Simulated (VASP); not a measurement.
# Li4SiN in VASP: a series of runs

Runs on Li4SiN. Level: PBE. Tasks: single point, relaxation of cell and atoms.

All numbers are computed with VASP 6.6.1; they aren't measurements. Logs are shortened: lines on timing, memory, paths and dates and some standing lists are left out, and cuts for length are marked.

**1. The cell of the first run**

The typed cell holds 6 atoms: a = 5.742 Å, b = 5.742 Å, c = 2.494 Å, α = 90.00°, β = 90.00°, γ = 90.00°.

**2. Single point, PBE**

Input file INCAR:

```
SYSTEM = Li4SiN
PREC = Accurate
ENCUT = 520
EDIFF = 1E-6
ISMEAR = 0
SIGMA = 0.1
LREAL = .FALSE.
LASPH = .TRUE.
NELM = 80
ALGO = Normal
ISIF = 2
LWAVE = .FALSE.
LCHARG = .TRUE.
GGA = PE
LELF = .TRUE.
LVHAR = .TRUE.
NBANDS = 20
```

Input file KPOINTS:

```
Automatic mesh
0
G
  4 4 4
  0 0 0
```

Input file POSCAR:

```
Li4SiN
1.0
    5.7417731659      0.0000000000      0.0000000000
    0.0000000000      5.7417731659      0.0000000000
    0.0000000000      0.0000000000      2.4939330970
Li Si N
4 1 1
Direct
    0.6967965401      0.6967965401      0.5417795177
    0.3032034599      0.3032034599      0.5417795177
    0.3032034599      0.6967965401      0.5417795177
    0.6967965401      0.3032034599      0.5417795177
    0.0000000000      0.0000000000      0.0414353309
    0.5000000000      0.5000000000      1.0419052981
```

Potentials or basis: VASP PAW PBE potentials, release 64 (Li_sv, Si, N).

The run is started by

```
$ cat potpaw_PBE.64/Li_sv/POTCAR potpaw_PBE.64/Si/POTCAR potpaw_PBE.64/N/POTCAR > POTCAR
$ mpirun -np 1 vasp_std > vasp.out
```

OUTCAR:

```text
SYSTEM = Li4SiN
   PREC = Accurate
   ENCUT = 520
   EDIFF = 1E-6
   ISMEAR = 0
   LREAL = .FALSE.
   LASPH = .TRUE.
   NELM = 80
   ISIF = 2
   GGA = PE

 ion  position               nearest neighbor table
   1  0.697  0.697  0.542-   6 2.03   6 2.03   4 2.26   3 2.26   5 2.76   5 2.76
   2  0.303  0.303  0.542-   6 2.03   6 2.03   4 2.26   3 2.26   5 2.76   5 2.76
   3  0.303  0.697  0.542-   6 2.03   6 2.03   2 2.26   1 2.26   5 2.76   5 2.76
   4  0.697  0.303  0.542-   6 2.03   6 2.03   2 2.26   1 2.26   5 2.76   5 2.76
   5  0.000  0.000  0.041-   1 2.76   2 2.76   3 2.76   4 2.76   1 2.76   2 2.76   3 2.76   4 2.76

   6  0.500  0.500  0.042-   1 2.03   2 2.03   3 2.03   4 2.03   1 2.03   2 2.03   3 2.03   4 2.03

  LATTYP: Found a simple tetragonal cell.
 ALAT       =     5.7417731659
 C/A-ratio  =     0.4343489415

  Lattice vectors:

 A1 = (   5.7417731659,   0.0000000000,   0.0000000000)
 A2 = (   0.0000000000,   5.7417731659,   0.0000000000)
 A3 = (   0.0000000000,   0.0000000000,   2.4939330970)

Analysis of symmetry for initial positions (statically):
=====================================================================
 Subroutine PRICEL returns:
 Original cell was already a primitive cell.

 Routine SETGRP: Setting up the symmetry group for a
 simple tetragonal supercell.

 Subroutine GETGRP returns: Found  8 space group operations
 (whereof  8 operations were pure point group operations)
 out of a pool of 16 trial point group operations.

The static configuration has the point symmetry C_4v.

Analysis of symmetry for dynamics (positions and initial velocities):
=====================================================================
 Subroutine PRICEL returns:
 Original cell was already a primitive cell.

 Routine SETGRP: Setting up the symmetry group for a
 simple tetragonal supercell.

 Subroutine GETGRP returns: Found  8 space group operations
 (whereof  8 operations were pure point group operations)
 out of a pool of 16 trial point group operations.

The dynamic configuration has the point symmetry C_4v.

 Subroutine INISYM returns: Found  8 space group operations
 (whereof  8 operations are pure point group operations),
 and found     1 'primitive' translations

----------------------------------------------------------------------------------------

                                     Primitive cell

  volume of cell :      82.2199

  direct lattice vectors                    reciprocal lattice vectors
     5.741773166  0.000000000  0.000000000     0.174162227  0.000000000  0.000000000
     0.000000000  5.741773166  0.000000000     0.000000000  0.174162227  0.000000000
     0.000000000  0.000000000  2.493933097     0.000000000  0.000000000  0.400973066

  length of vectors
     5.741773166  5.741773166  2.493933097     0.174162227  0.174162227  0.400973066

  position of ions in fractional coordinates (direct lattice)
     0.696796540  0.696796540  0.541779518
     0.303203460  0.303203460  0.541779518
     0.303203460  0.696796540  0.541779518
     0.696796540  0.303203460  0.541779518
     0.000000000  0.000000000  0.041435331
     0.500000000  0.500000000  0.041905298

  ion indices of the primitive-cell ions
   primitive index   ion index
                 1           1
                 2           2
                 3           3
                 4           4
                 5           5
                 6           6

----------------------------------------------------------------------------------------

 KPOINTS: Automatic mesh

Automatic generation of k-mesh.
 Grid dimensions read from file:
 generate k-points for:    4    4    4

 Generating k-lattice:

  Cartesian coordinates                     Fractional coordinates (reciprocal lattice)
     0.043540557  0.000000000  0.000000000     0.250000000  0.000000000  0.000000000
     0.000000000  0.043540557  0.000000000     0.000000000  0.250000000  0.000000000
     0.000000000  0.000000000  0.100243266     0.000000000  0.000000000  0.250000000

  Length of vectors
     0.043540557  0.043540557  0.100243266

  Shift w.r.t. Gamma in fractional coordinates (k-lattice)
     0.000000000  0.000000000  0.000000000

 Subroutine IBZKPT returns following result:
 ===========================================

 Found     18 irreducible k-points:

 Following reciprocal coordinates:
            Coordinates               Weight
  0.000000  0.000000  0.000000      1.000000
  0.250000  0.000000  0.000000      4.000000
  0.500000  0.000000  0.000000      2.000000
  0.250000  0.250000  0.000000      4.000000
  0.500000  0.250000  0.000000      4.000000
  0.500000  0.500000  0.000000      1.000000
[... 10 lines left out ...]
  0.500000  0.250000  0.500000      4.000000
  0.500000  0.500000  0.500000      1.000000
   k-points           NKPTS =     18   k-points in BZ     NKDIM =     18   number of bands    NBANDS=     20
   number of dos      NEDOS =    301   number of ions     NIONS =      6
   total plane-waves  NPLWV =  46080
   dimension x,y,z NGX =    48 NGY =   48 NGZ =   20
   dimension x,y,z NGXF=    96 NGYF=   96 NGZF=   40
   ions per type =               4   1   1
   NGX,Y,Z   is equivalent  to a cutoff of  13.90, 13.90, 13.33 a.u.
   NGXF,Y,Z  is equivalent  to a cutoff of  27.80, 27.80, 26.66 a.u.
 SYSTEM =  Li4SiN
   PREC   = accura    normal or accurate (medium, high low for compatibility)
   ISTART =      0    job   : 0-new  1-cont  2-samecut
   ICHARG =      2    charge: 1-file 2-atom 10-const
   ISPIN  =      1    spin polarized calculation?
   LNONCOLLINEAR =      F non collinear calculations
   LSORBIT =      F    spin-orbit coupling
   LASPH  =      T    aspherical Exc in radial PAW
   ENCUT  =  520.0 eV  38.22 Ry    6.18 a.u.  10.68 10.68  4.64*2*pi/ulx,y,z
   NELM   =     80;   NELMIN=  2; NELMDL= -5     # of ELM steps
   EDIFF  = 0.1E-05   stopping-criterion for ELM
   LREAL  =      F    real-space projection
   EDIFFG = 0.1E-04   stopping-criterion for IOM
   NSW    =      0    number of steps for IOM
   IBRION =     -1    ionic relax: 0-MD 1-quasi-New 2-CG
   NFREE  =      0    steps in history (QN), initial steepest desc. (CG)
   ISIF   =      2    stress and relaxation
   ISYM   =      2    0-nonsym 1-usesym 2-fastsym
   POTIM  = 0.5000    time-step for ionic-motion
   TEBEG  =    0.0;   TEEND  =   0.0 temperature during run
   PSTRESS=    0.0 pullay stress
   NELECT =      21.0000    total number of electrons
   NUPDOWN=      -1.0000    fix difference up-down
   EMIN   =  10.00;   EMAX   =-10.00  energy-range for DOS
   EFERMI =   0.00;   METHOD = LEGACY
   ISMEAR =     0;   SIGMA  =   0.10  broadening in eV -4-tet -1-fermi 0-gaus
   EFERMI_NEDOS =   21; number of points for ismear=-14 and -15
   IALGO  =     38    algorithm
   IMIX   =      4    mixing-type and parameters
     AMIX     =   0.40;   BMIX     =  1.00
     AMIX_MAG =   1.60;   BMIX_MAG =  1.00
  volume/ion in A,a.u.               =      13.70        92.47
  Fermi-wavevector in a.u.,A,eV,Ry     =   1.038697  1.962853 14.679216  1.078892
  Thomas-Fermi vector in A             =   2.173193
   LORBIT       =      0    0 simple, 1 ext, 2 COOP (PROOUT), +10 PAW based schemes
   GGA     = PE    functional components
   LHFCALC =     F    Hartree Fock is set to
   AEXX    =    0.0000 exact exchange contribution
   IVDW    =     0    specifies the selected vdW correction
   LEPSILON=     F    determine dielectric tensor
   LRPA    =     F    only Hartree local field effects (RPA)
 non-spin polarized calculation
 Gauss-broadening in eV      SIGMA  =   0.10
  energy-cutoff  :      520.00
  volume of cell :       82.22
 maximum number of plane-waves:      2245
 NGX is ok and might be reduce to    48
   NGX = 21   NGY = 21   NGZ =  9

 number of electron      20.9999970 magnetization

 Free energy of the ion-electron system (eV)
  ---------------------------------------------------
  ext. energy  EPLUGINS =         0.00000000
  ---------------------------------------------------
  free energy    TOTEN  =       -22.86627037 eV

  energy without entropy =      -22.86557138  energy(sigma->0) =      -22.86592087

 E-fermi :   2.1326     XC(G=0):  -8.4744

 val. band max:        1.9635813360   @ k =   0.5000   0.5000   0.2500
 cond. band min:       2.2403939522   @ k =   0.0000   0.0000   0.0000
 fundamental gap:      0.2768126162
 Fermi energy:         2.1326100383

 k-point     1 :       0.0000    0.0000    0.0000
  band No.  band energies     occupation
      1     -42.6286      2.00000
      2     -42.5582      2.00000
      3     -42.5582      2.00000
      4     -42.4945      2.00000
      5     -10.2967      2.00000
      6      -6.6288      2.00000
[... 12 lines left out ...]
     19      13.4529      0.00000
     20      13.4539      0.00000

 k-point     2 :       0.2500    0.0000    0.0000
  band No.  band energies     occupation
      1     -42.6281      2.00000
      2     -42.5585      2.00000
      3     -42.5577      2.00000
      4     -42.4949      2.00000
      5     -10.2951      2.00000
      6      -6.6101      2.00000
[... 12 lines left out ...]
     19      13.3097      0.00000
     20      13.9235      0.00000

 k-point     3 :       0.5000    0.0000    0.0000
  band No.  band energies     occupation
      1     -42.6276      2.00000
      2     -42.5590      2.00000
      3     -42.5573      2.00000
      4     -42.4954      2.00000
      5     -10.2936      2.00000
      6      -6.5911      2.00000
[... 12 lines left out ...]
     19      13.2484      0.00000
     20      13.5524      0.00000

 k-point     4 :       0.2500    0.2500    0.0000
  band No.  band energies     occupation
      1     -42.6276      2.00000
      2     -42.5582      2.00000
      3     -42.5582      2.00000
      4     -42.4954      2.00000
      5     -10.2937      2.00000
      6      -6.5899      2.00000
[... 12 lines left out ...]
     19      13.9364      0.00000
     20      14.4424      0.00000

 k-point     5 :       0.5000    0.2500    0.0000
  band No.  band energies     occupation
      1     -42.6271      2.00000
      2     -42.5586      2.00000
      3     -42.5578      2.00000
      4     -42.4958      2.00000
      5     -10.2922      2.00000
      6      -6.5691      2.00000
[... 12 lines left out ...]
     19      13.4140      0.00000
     20      13.9713      0.00000

 k-point     6 :       0.5000    0.5000    0.0000
  band No.  band energies     occupation
      1     -42.6267      2.00000
      2     -42.5582      2.00000
      3     -42.5582      2.00000
      4     -42.4962      2.00000
      5     -10.2908      2.00000
      6      -6.5466      2.00000
[... 12 lines left out ...]
     19      13.6315      0.00000
     20      13.6338      0.00000

 k-point     7 :       0.0000    0.0000    0.2500
  band No.  band energies     occupation
      1     -42.5984      2.00000
      2     -42.5313      2.00000
      3     -42.5313      2.00000
      4     -42.4705      2.00000
      5      -9.5751      2.00000
      6      -5.2066      2.00000
[... 12 lines left out ...]
     19      12.6974      0.00000
     20      13.4543      0.00000
[... 139 lines left out ...]
 k-point    14 :       0.2500    0.0000    0.5000
  band No.  band energies     occupation
      1     -42.5677      2.00000
      2     -42.5049      2.00000
      3     -42.5041      2.00000
      4     -42.4465      2.00000
      5      -8.5771      2.00000
      6      -1.0942      2.00000
[... 12 lines left out ...]
     19       9.9301      0.00000
     20      11.3246      0.00000

 k-point    15 :       0.5000    0.0000    0.5000
  band No.  band energies     occupation
      1     -42.5673      2.00000
      2     -42.5052      2.00000
      3     -42.5038      2.00000
      4     -42.4469      2.00000
      5      -8.5740      2.00000
      6      -1.1456      2.00000
[... 12 lines left out ...]
     19      10.4954      0.00000
     20      11.3417      0.00000

 k-point    16 :       0.2500    0.2500    0.5000
  band No.  band energies     occupation
      1     -42.5673      2.00000
      2     -42.5045      2.00000
      3     -42.5045      2.00000
      4     -42.4469      2.00000
      5      -8.5743      2.00000
      6      -1.0726      2.00000
[... 12 lines left out ...]
     19      10.0304      0.00000
     20      11.4039      0.00000

 k-point    17 :       0.5000    0.2500    0.5000
  band No.  band energies     occupation
      1     -42.5670      2.00000
      2     -42.5049      2.00000
      3     -42.5042      2.00000
      4     -42.4472      2.00000
      5      -8.5716      2.00000
      6      -1.0526      2.00000
[... 12 lines left out ...]
     19      11.4489      0.00000
     20      11.5087      0.00000

 k-point    18 :       0.5000    0.5000    0.5000
  band No.  band energies     occupation
      1     -42.5666      2.00000
      2     -42.5047      2.00000
      3     -42.5047      2.00000
      4     -42.4475      2.00000
      5      -8.5692      2.00000
      6      -0.9726      2.00000
[... 12 lines left out ...]
     19      11.5306      0.00000
     20      11.9752      0.00000

------------------------ aborting loop because EDIFF is reached ----------------------------------------

  FORCE on cell =-STRESS in cart. coord.  units (eV):
  Direction    XX          YY          ZZ          XY          YZ          ZX
  --------------------------------------------------------------------------------------
  -------------------------------------------------------------------------------------
  Total       -0.0007895     -0.0007895      0.0177795      0.0000000      0.0000000      0.0000000
  in kB       -0.0153849     -0.0153849      0.3464595      0.0000000      0.0000000      0.0000000
  external PRESSURE =       0.1052299 kB  Pullay stress =       0.0000000 kB

 VOLUME and BASIS-vectors are now :
 -----------------------------------------------------------------------------
  energy-cutoff  :      520.00
  volume of cell :       82.22
      direct lattice vectors                 reciprocal lattice vectors
     5.741773166  0.000000000  0.000000000     0.174162227  0.000000000  0.000000000
     0.000000000  5.741773166  0.000000000     0.000000000  0.174162227  0.000000000
     0.000000000  0.000000000  2.493933097     0.000000000  0.000000000  0.400973066

 POSITION                                       TOTAL-FORCE (eV/Angst)
 -----------------------------------------------------------------------------------
      4.00085      4.00085      1.35116         0.016704      0.016704      0.000393
      1.74093      1.74093      1.35116        -0.016704     -0.016704      0.000393
      1.74093      4.00085      1.35116        -0.016704      0.016704      0.000393
      4.00085      1.74093      1.35116         0.016704     -0.016704      0.000393
      0.00000      0.00000      0.10334         0.000000      0.000000      0.000909
      2.87089      2.87089      0.10451        -0.000000      0.000000     -0.002479
 -----------------------------------------------------------------------------------
    total drift:                                0.000000      0.000000      0.001785

  FREE ENERGIE OF THE ION-ELECTRON SYSTEM (eV)
  ---------------------------------------------------
  free  energy   TOTEN  =       -22.8662703698 eV

  energy  without entropy=      -22.8655713792  energy(sigma->0) =      -22.86592087
```

Wall time 28 s (1 thread of Intel Xeon Platinum 8259CL at 2.50GHz (Skylake/Cascade Lake), shared host); peak memory 0.2 GiB.

Results:

- Free energy: -22.8663 eV
- Largest force: 0.024 eV/Å

Forces on the atoms (eV/Å):
```
Li   0.017  0.017  0.000
Li  -0.017 -0.017  0.000
Li  -0.017  0.017  0.000
Li   0.017 -0.017  0.000
Si   0.000  0.000  0.001
N    0.000  0.000 -0.002
```

Levels at points of the mesh, in eV from the Fermi level:
| k point | band 8 | band 9 | band 10 | band 11 | band 12 | band 13 |
| --- | --- | --- | --- | --- | --- | --- |
| (0.00, 0.00, 0.00) | -2.07 | -1.49 | -1.49 | 0.11 | 1.44 | 2.91 |
| (0.50, 0.00, 0.00) | -2.06 | -1.89 | -1.69 | 2.07 | 2.91 | 2.97 |
| (0.50, 0.50, 0.00) | -3.08 | -1.12 | -1.12 | 2.91 | 3.66 | 4.51 |
| (0.00, 0.00, 0.50) | -2.91 | -0.86 | -0.86 | 2.69 | 2.69 | 4.96 |
| (0.50, 0.00, 0.50) | -2.98 | -0.73 | -0.47 | 1.58 | 2.14 | 3.96 |
| (0.50, 0.50, 0.50) | -2.98 | -1.06 | -1.06 | 2.55 | 2.55 | 3.97 |

Caveat: the k points lie up to 0.63 Å⁻¹ apart; the cutoff is under 1.25 times the usual one of these potentials, so pressure, stress and relaxed cells hold a basis-set (Pulay) error.

[end of part 1 of 3]
